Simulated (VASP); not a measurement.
# Sc5Al (P-3m1) in VASP: a series of runs

Runs on Sc5Al. Level: PBE. Tasks: relaxation of cell and atoms, single point.

Everything below comes from runs of VASP 6.6.1. Logs are shortened: lines on timing, memory, paths and dates and some standing lists are left out, and cuts for length are marked.

### 1 The cell of the first run

The structure is trigonal, space group P-3m1 (No. 164). The conventional cell has a = 2.941 Å, b = 2.941 Å, c = 14.406 Å, α = 90.00°, β = 90.00°, γ = 120.00°. Within 3.9 Å of Sc (site symmetry -3m) lie 12 Sc at 2.94 Å. Sc (site symmetry 3m) has 12 Sc at 2.94 Å within 3.9 Å. Sc (site symmetry 3m) has 9 Sc at 2.94 Å and 3 Al at 2.94 Å within 3.9 Å. Within 3.9 Å of Al (site symmetry -3m) lie 6 Al at 2.94 Å and 6 Sc at 2.94 Å.

### 2 Relaxation of cell and atoms, PBE

Contents of INCAR:

```
SYSTEM = Sc5Al
PREC = Accurate ; ENCUT = 600
EDIFF = 1E-7 ; ISMEAR = 0
SIGMA = 0.1 ; LREAL = .False.
LASPH = .True. ; NELM = 60
ALGO = Normal ; ISIF = 3
LWAVE = .False. ; LCHARG = .False.
GGA = PE ; IBRION = 2
NSW = 90 ; EDIFFG = -0.04
```

Contents of KPOINTS:

```
Automatic mesh
0
Gamma
  6 6 2
  0 0 0
```

Contents of POSCAR:

```
Sc5Al
1.0
    2.9406800300      0.0000000000      0.0000000000
   -1.4703400200      2.5467036100      0.0000000000
    0.0000000000      0.0000000000     14.4063311400
Sc Al
5 1
Direct
    0.0000000000      0.0000000000      0.0000000000
    0.3333333300      0.6666666700      0.8333333300
    0.6666666700      0.3333333300      0.6666666700
    0.3333333300      0.6666666700      0.3333333300
    0.6666666700      0.3333333300      0.1666666700
    0.0000000000      0.0000000000      0.5000000000
```

Potentials or basis: VASP PAW PBE potentials, release 64 (Sc_sv, Al).

Command:

```bash
$ cat potpaw_PBE.64/Sc_sv/POTCAR potpaw_PBE.64/Al/POTCAR > POTCAR
$ mpirun -np 1 vasp_std > vasp.out
```

OUTCAR:

```text
SYSTEM = Sc5Al
   PREC = Accurate
   ENCUT = 600
   EDIFF = 1E-7
   ISMEAR = 0
   LREAL = .False.
   LASPH = .True.
   NELM = 60
   ISIF = 3
   GGA = PE
   IBRION = 2
   NSW = 90
   EDIFFG = -0.04

 ion  position               nearest neighbor table
   1  0.000  0.000  0.000-   2 2.94   5 2.94   5 2.94   2 2.94   5 2.94   2 2.94
   2  0.333  0.667  0.833-   3 2.94   3 2.94   3 2.94   1 2.94   1 2.94   1 2.94
   3  0.667  0.333  0.667-   2 2.94   2 2.94   2 2.94   6 2.94   6 2.94   6 2.94
   4  0.333  0.667  0.333-   5 2.94   5 2.94   5 2.94   6 2.94   6 2.94   6 2.94
   5  0.667  0.333  0.167-   4 2.94   4 2.94   4 2.94   1 2.94   1 2.94   1 2.94
   6  0.000  0.000  0.500-   3 2.94   4 2.94   3 2.94   4 2.94   3 2.94   4 2.94

  LATTYP: Found a hexagonal cell.
 ALAT       =     2.9406800300
 C/A-ratio  =     4.8989794854

  Lattice vectors:

 A1 = (   2.9406800300,   0.0000000000,   0.0000000000)
 A2 = (  -1.4703400200,   2.5467036100,   0.0000000000)
 A3 = (   0.0000000000,   0.0000000000,  14.4063311400)

Analysis of symmetry for initial positions (statically):
=====================================================================
 Subroutine PRICEL returns:
 Original cell was already a primitive cell.

 Routine SETGRP: Setting up the symmetry group for a
 hexagonal supercell.

 Subroutine GETGRP returns: Found 12 space group operations
 (whereof 12 operations were pure point group operations)
 out of a pool of 24 trial point group operations.

The static configuration has the point symmetry D_3d.

Analysis of symmetry for dynamics (positions and initial velocities):
=====================================================================
 Subroutine PRICEL returns:
 Original cell was already a primitive cell.

 Routine SETGRP: Setting up the symmetry group for a
 hexagonal supercell.

 Subroutine GETGRP returns: Found 12 space group operations
 (whereof 12 operations were pure point group operations)
 out of a pool of 24 trial point group operations.

The dynamic configuration has the point symmetry D_3d.

 Subroutine INISYM returns: Found 12 space group operations
 (whereof 12 operations are pure point group operations),
 and found     1 'primitive' translations

----------------------------------------------------------------------------------------

                                     Primitive cell

  volume of cell :     107.8896

  direct lattice vectors                    reciprocal lattice vectors
     2.940680030  0.000000000  0.000000000     0.340057398  0.196332231  0.000000000
    -1.470340020  2.546703610  0.000000000     0.000000000  0.392664461  0.000000000
     0.000000000  0.000000000 14.406331140     0.000000000  0.000000000  0.069413926

  length of vectors
     2.940680030  2.940680032 14.406331140     0.392664461  0.392664461  0.069413926

  position of ions in fractional coordinates (direct lattice)
     0.000000000  0.000000000  0.000000000
     0.333333330  0.666666670  0.833333330
     0.666666670  0.333333330  0.666666670
     0.333333330  0.666666670  0.333333330
     0.666666670  0.333333330  0.166666670
     0.000000000  0.000000000  0.500000000

  ion indices of the primitive-cell ions
   primitive index   ion index
                 1           1
                 2           2
                 3           3
                 4           4
                 5           5
                 6           6

----------------------------------------------------------------------------------------

 KPOINTS: Automatic mesh

Automatic generation of k-mesh.
 Grid dimensions read from file:
 generate k-points for:    6    6    2

 Generating k-lattice:

  Cartesian coordinates                     Fractional coordinates (reciprocal lattice)
     0.056676233  0.032722039  0.000000000     0.166666667  0.000000000  0.000000000
     0.000000000  0.065444077  0.000000000     0.000000000  0.166666667  0.000000000
     0.000000000  0.000000000  0.034706963     0.000000000  0.000000000  0.500000000

  Length of vectors
     0.065444077  0.065444077  0.034706963

  Shift w.r.t. Gamma in fractional coordinates (k-lattice)
     0.000000000  0.000000000  0.000000000

 Subroutine IBZKPT returns following result:
 ===========================================

 Found     14 irreducible k-points:

 Following reciprocal coordinates:
            Coordinates               Weight
  0.000000  0.000000  0.000000      1.000000
  0.166667 -0.000000  0.000000      6.000000
  0.333333 -0.000000  0.000000      6.000000
  0.500000 -0.000000  0.000000      3.000000
  0.166667  0.166667  0.000000      6.000000
  0.333333  0.166667  0.000000     12.000000
  0.333333  0.333333  0.000000      2.000000
  0.000000  0.000000  0.500000      1.000000
  0.166667 -0.000000  0.500000      6.000000
  0.333333 -0.000000  0.500000      6.000000
  0.500000 -0.000000  0.500000      3.000000
  0.166667  0.166667  0.500000      6.000000
  0.333333  0.166667  0.500000     12.000000
  0.333333  0.333333  0.500000      2.000000
   k-points           NKPTS =     14   k-points in BZ     NKDIM =     14   number of bands    NBANDS=     34
   number of dos      NEDOS =    301   number of ions     NIONS =      6
   total plane-waves  NPLWV =  69120
   dimension x,y,z NGX =    24 NGY =   24 NGZ =  120
   dimension x,y,z NGXF=    48 NGYF=   48 NGZF=  240
   ions per type =               5   1
   NGX,Y,Z   is equivalent  to a cutoff of  13.57, 13.57, 13.85 a.u.
   NGXF,Y,Z  is equivalent  to a cutoff of  27.14, 27.14, 27.70 a.u.
 SYSTEM =  Sc5Al
   PREC   = accura    normal or accurate (medium, high low for compatibility)
   ISTART =      0    job   : 0-new  1-cont  2-samecut
   ICHARG =      2    charge: 1-file 2-atom 10-const
   ISPIN  =      1    spin polarized calculation?
   LNONCOLLINEAR =      F non collinear calculations
   LSORBIT =      F    spin-orbit coupling
   LASPH  =      T    aspherical Exc in radial PAW
   ENCUT  =  600.0 eV  44.10 Ry    6.64 a.u.   5.87  5.87 28.77*2*pi/ulx,y,z
   NELM   =     60;   NELMIN=  2; NELMDL= -5     # of ELM steps
   EDIFF  = 0.1E-06   stopping-criterion for ELM
   LREAL  =      F    real-space projection
   EDIFFG = -.4E-01   stopping-criterion for IOM
   NSW    =     90    number of steps for IOM
   IBRION =      2    ionic relax: 0-MD 1-quasi-New 2-CG
   NFREE  =      1    steps in history (QN), initial steepest desc. (CG)
   ISIF   =      3    stress and relaxation
   ISYM   =      2    0-nonsym 1-usesym 2-fastsym
   POTIM  = 0.5000    time-step for ionic-motion
   TEBEG  =    0.0;   TEEND  =   0.0 temperature during run
   PSTRESS=    0.0 pullay stress
   NELECT =      58.0000    total number of electrons
   NUPDOWN=      -1.0000    fix difference up-down
   EMIN   =  10.00;   EMAX   =-10.00  energy-range for DOS
   EFERMI =   0.00;   METHOD = LEGACY
   ISMEAR =     0;   SIGMA  =   0.10  broadening in eV -4-tet -1-fermi 0-gaus
   EFERMI_NEDOS =   21; number of points for ismear=-14 and -15
   IALGO  =     38    algorithm
   IMIX   =      4    mixing-type and parameters
     AMIX     =   0.40;   BMIX     =  1.00
     AMIX_MAG =   1.60;   BMIX_MAG =  1.00
  volume/ion in A,a.u.               =      17.98       121.35
  Fermi-wavevector in a.u.,A,eV,Ry     =   1.331142  2.515493 24.108685  1.771938
  Thomas-Fermi vector in A             =   2.460175
   LORBIT       =      0    0 simple, 1 ext, 2 COOP (PROOUT), +10 PAW based schemes
   GGA     = PE    functional components
   LHFCALC =     F    Hartree Fock is set to
   AEXX    =    0.0000 exact exchange contribution
   IVDW    =     0    specifies the selected vdW correction
   LEPSILON=     F    determine dielectric tensor
   LRPA    =     F    only Hartree local field effects (RPA)
 conjugate gradient relaxation of ions
 non-spin polarized calculation
 Gauss-broadening in eV      SIGMA  =   0.10
  energy-cutoff  :      600.00
  volume of cell :      107.89
 maximum number of plane-waves:      3642
 NGX is ok and might be reduce to    24
   NGX = 11   NGY = 11   NGZ = 57

--------------------------------------- Ionic step        1  -------------------------------------------

 number of electron      58.0000011 magnetization

 Free energy of the ion-electron system (eV)
  ---------------------------------------------------
  ext. energy  EPLUGINS =         0.00000000
  ---------------------------------------------------
  free energy    TOTEN  =       -33.34814640 eV

  energy without entropy =      -33.32244669  energy(sigma->0) =      -33.33529654

 E-fermi :   5.9899     XC(G=0): -10.9986

 val. band max:        5.9368740465   @ k =   0.5000  -0.0000   0.0000
 cond. band min:       6.0497987246   @ k =   0.3333   0.3333   0.0000
 fundamental gap:      0.1129246782
 Fermi energy:         5.9899117596

 k-point     1 :       0.0000    0.0000    0.0000
  band No.  band energies     occupation
      1     -42.8105      2.00000
      2     -42.8088      2.00000
      3     -42.6794      2.00000
      4     -42.5419      2.00000
      5     -42.5003      2.00000
      6     -21.8431      2.00000
[... 620 lines left out ...]
  FREE ENERGIE OF THE ION-ELECTRON SYSTEM (eV)
  ---------------------------------------------------
  free  energy   TOTEN  =       -35.1548266777 eV

  energy  without entropy=      -35.1123644171  energy(sigma->0) =      -35.13359555

[... ionic steps 4 to 9 ...]

--------------------------------------- Ionic step       10  -------------------------------------------

 number of electron      57.9999997 magnetization

------------------------ aborting loop because EDIFF is reached ----------------------------------------

  FORCE on cell =-STRESS in cart. coord.  units (eV):
  Direction    XX          YY          ZZ          XY          YZ          ZX
  --------------------------------------------------------------------------------------
  -------------------------------------------------------------------------------------
  Total       -0.1742504     -0.1742504     -0.1844279      0.0000000     -0.0000000      0.0000000
  in kB       -1.9840934     -1.9840934     -2.0999791      0.0000000     -0.0000000      0.0000000
  external PRESSURE =      -2.0227220 kB  Pullay stress =       0.0000000 kB
[... 65 lines left out ...]
  energy  without entropy=      -35.2347379148  energy(sigma->0) =      -35.25867650

--------------------------------------- Ionic step       12  -------------------------------------------

 number of electron      57.9999993 magnetization

 Free energy of the ion-electron system (eV)
  ---------------------------------------------------
  ext. energy  EPLUGINS =         0.00000000
  ---------------------------------------------------
  free energy    TOTEN  =       -35.28499984 eV

  energy without entropy =      -35.23728237  energy(sigma->0) =      -35.26114111

 E-fermi :   4.1889     XC(G=0):  -9.9168

 val. band max:        4.1562604563   @ k =   0.3333  -0.0000   0.5000
 cond. band min:       4.1964687896   @ k =   0.1667   0.1667   0.5000
 fundamental gap:      0.0402083333
 Fermi energy:         4.1889467043

 k-point     1 :       0.0000    0.0000    0.0000
  band No.  band energies     occupation
      1     -45.2997      2.00000
      2     -45.2996      2.00000
      3     -45.1789      2.00000
      4     -45.1595      2.00000
      5     -45.1335      2.00000
      6     -24.0381      2.00000
[... 540 lines left out ...]
  FREE ENERGIE OF THE ION-ELECTRON SYSTEM (eV)
  ---------------------------------------------------
  free  energy   TOTEN  =       -35.2849998395 eV

  energy  without entropy=      -35.2372823739  energy(sigma->0) =      -35.26114111

 reached required accuracy - stopping structural energy minimisation
```

It took 6.3 min on 1 thread of Intel Xeon 6975P-C (Granite Rapids), shared host; peak memory 0.28 GiB.

What came out:

```
Free energy                            : -35.2850 eV
Relaxed volume                         : 23.31 Å³/atom
Relaxed cell                           : a = 3.235 Å, b = 3.235 Å, c = 15.433 Å, α = 90.00°, β = 90.00°, γ = 120.00°
Space group after relaxing (to 0.05 Å) : P-3m1 (No. 164)
Energy gained by relaxing              : 322.8 meV/atom
Ionic steps                            : 12
Pressure after relaxing                : 0.1 GPa
Largest force after relaxing           : 0.027 eV/Å
Band gap on the k mesh                 : zero (band 29 reaches 4.84 eV, above the bottom of band 30 at 3.81 eV)
```

Forces in eV/Å, atoms in the order of the input:
```
Sc   0.000  0.000  0.000
Sc   0.000  0.000 -0.027
Sc   0.000  0.000 -0.012
Sc   0.000  0.000  0.012
Sc   0.000  0.000  0.027
Al   0.000  0.000  0.000
```

The path:
```csv
step,energy change (eV),largest force (eV/Å),pressure (GPa),volume (Å³)
1,0.0000,0.7307,21.41,107.89
2,-1.6960,0.4801,-3.52,149.92
3,-1.8067,0.5436,-0.03,139.53
4,-1.8067,0.5392,-0.30,140.22
5,-1.8479,0.4743,-0.24,140.21
6,-1.8768,0.3146,-0.01,140.12
7,-1.9083,0.1645,0.02,140.07
8,-1.9290,0.1552,0.14,139.99
9,-1.9292,0.1551,0.15,139.98
10,-1.9340,0.1063,-0.20,140.71
11,-1.9345,0.0886,-0.34,141.00
12,-1.9369,0.0267,0.09,139.87
```

Final structure:
```
Sc Al
1.0
     3.23501    0.00000    0.00000
    -1.61751    2.80160    0.00000
     0.00000    0.00000   15.43294
Sc Al
5 1
Cartesian
  0.0000 0.0000 0.0000
  0.0000 1.8677 12.7755
  1.6175 0.9339 10.0780
  0.0000 1.8677 5.3549
  1.6175 0.9339 2.6574
  0.0000 0.0000 7.7165
```

Levels at points of the mesh, in eV from the Fermi level:
```tsv
k point	band 26	band 27	band 28	band 29	band 30	band 31	band 32	band 33
(0.00, 0.00, 0.00)	-1.75	-0.32	0.34	0.53	1.04	1.39	1.54	1.54
(0.50, 0.00, 0.00)	-1.18	-1.10	-0.58	-0.46	-0.14	0.04	0.36	0.96
(0.00, 0.00, 0.50)	-2.14	-0.30	0.28	0.65	0.96	1.42	1.54	1.54
(0.50, 0.00, 0.50)	-1.22	-1.20	-0.57	-0.38	-0.29	0.11	0.38	0.99
```

Caveat: the k points lie up to 0.37 Å⁻¹ apart in the final cell; the volume moved by over 15 % at a fixed basis, so the end points are rough.

(Part 1 of 2 ends here.)
